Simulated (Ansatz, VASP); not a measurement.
# ZnSe: VASP beside Ansatz

The input INCAR:

```
SYSTEM = ZnSe
PREC = Accurate
ENCUT = 520
EDIFF = 1E-7
ISMEAR = 0
SIGMA = 0.02
LREAL = .FALSE.
LASPH = .TRUE.
NELM = 60
ALGO = Normal
ISIF = 2
LWAVE = .FALSE.
LCHARG = .FALSE.
GGA = PS
NBANDS = 16
```

The input KPOINTS:

```
Automatic mesh
0
G
  8 8 8
  0 0 0
```

The input POSCAR:

```
ZnSe
1.0
    0.0000000000      2.9976219780      2.8275939780
    2.9976219780      0.0000000000      2.8275939780
    2.9976219780      2.9976219780      0.0000000000
Zn Se
1 1
Direct
    0.0000000000      0.0000000000      0.0000000000
    0.7500000000      0.7500000000      0.7500000000
```

Input for Ansatz:

```yaml
crystal:
  lattice:
    - [0.0, 2.997621978, 2.827593978]
    - [2.997621978, 0.0, 2.827593978]
    - [2.997621978, 2.997621978, 0.0]
  atoms:
    - { symbol: Zn, position: [0.0, 0.0, 0.0] }
    - { symbol: Se, position: [0.75, 0.75, 0.75] }
basis:
  ecutwfc: 420
kpoints:
  mp_grid: { grid: [8, 8, 8] }
hamiltonian:
  xc: pbesol
scf:
  occupations: { method: gaussian, width: 0.02 }
output:
  forces: true
  stress: true
  eigenvalues: true
  populations: true
```

Alike in both runs: task single point; functional PBEsol; k mesh 8 × 8 × 8; occupations gaussian, width 0.02 eV; no spin polarisation.

|  | VASP | Ansatz |
| --- | --- | --- |
| version | VASP 6.6.1 | Ansatz 0.2.0 |
| potentials or method | VASP PAW PBE potentials, release 64 (Zn, Se), cutoff 520 eV | scalar-relativistic, plane waves, PAW |
| valence electrons in the cell | 18 | 28 |

VASP gave:

```
gap on the k mesh at the Fermi level (eV)                     : 0.63
least direct gap on the mesh (eV)                             : 0.63
pressure (GPa)                                                : -6.1
traceless stress, the component that is largest in VASP (GPa) : 1.33
```

Question: Which values does Ansatz return?

Answer: gap on the k mesh at the Fermi level (eV): 0.63; least direct gap on the mesh (eV): 0.63; pressure (GPa): -6.3; traceless stress, the component that is largest in VASP (GPa): 1.34.

VASP's potentials were made for PBE, not for PBEsol. VASP's potentials hold 18 valence electrons a cell and Ansatz's 28, so a difference there can come from the potentials and not from the codes.
